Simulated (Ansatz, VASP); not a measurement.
One calculation of Sb, two programs

The input INCAR:

```
SYSTEM = Sb
ALGO = Normal ; DIPOL = 0.5 0.5 0.592
EDIFF = 1E-6 ; ENCUT = 400
GGA = PE ; GGA_COMPAT = .False.
IDIPOL = 3 ; ISIF = 2
ISMEAR = 0 ; LASPH = .True.
LCHARG = .False. ; LDIPOL = .True.
LORBIT = 11 ; LORBMOM = .True.
LREAL = .False. ; LSORBIT = .True.
LWAVE = .False. ; MAGMOM = 0 0 0 0 0 0
NBANDS = 22 ; NELM = 200
NELMDL = -8 ; PREC = Accurate
SIGMA = 0.04
```

KPOINTS

```
k-points
0
Gamma
  12 12 1
  0 0 0
```

POSCAR

```
Sb
1.0
    4.0448463590      0.0000000000      0.0000000000
   -2.0224231795      3.5029397013      0.0000000000
    0.0000000000      0.0000000000     20.5300000000
Sb
2
Direct
    0.3333333333      0.6666666667      0.5514310131
    0.6666666667      0.3333333333      0.6326722448
```

Input for Ansatz:

```yaml
crystal:
  lattice:
    - [4.044846359, 0.0, 0.0]
    - [-2.0224231795, 3.5029397013, 0.0]
    - [0.0, 0.0, 20.53]
  atoms:
    - { symbol: Sb, position: [0.3333333333, 0.6666666667, 0.5514310131] }
    - { symbol: Sb, position: [0.6666666667, 0.3333333333, 0.6326722448] }
basis:
  ecutwfc: 420
kpoints:
  mp_grid: { grid: [12, 12, 1] }
hamiltonian:
  xc: pbe
  pseudopotentials: { kind: paw_fr, azcp: { folder: soft_1 } }
scf:
  occupations: { method: gaussian, width: 0.04 }
  n_extra_bands: 12
  max_iter: 160
output:
  forces: true
  eigenvalues: true
magnetization:
  noncollinear: true
  spin_orbit: true
efield:
  axis: 3
  dipole_correction: true
```

Alike in both runs: task single point; functional PBE; k mesh 12 × 12 × 1; occupations gaussian, width 0.04 eV; non-collinear spin, spin-orbit coupling.

|  | VASP | Ansatz |
| --- | --- | --- |
| version | VASP 6.6.1 | Ansatz 0.2.0 |
| potentials or method | VASP PAW PBE potentials, release 64 (Sb), cutoff 400 eV | plane waves, PAW |
| valence electrons in the cell | 10 | 30 |

VASP gave:

```
rms of the force components (eV/Å) : 0.030
```

Problem. Which values does Ansatz return?

Solution. rms of the force components (eV/Å): 0.023.

Atom by atom the forces differ by 0.053 eV/Å (rms over components). The functional is the same, so the differences come from potentials, cutoffs and numerics. VASP's potentials hold 10 valence electrons a cell and Ansatz's 30, so a difference there can come from the potentials and not from the codes.
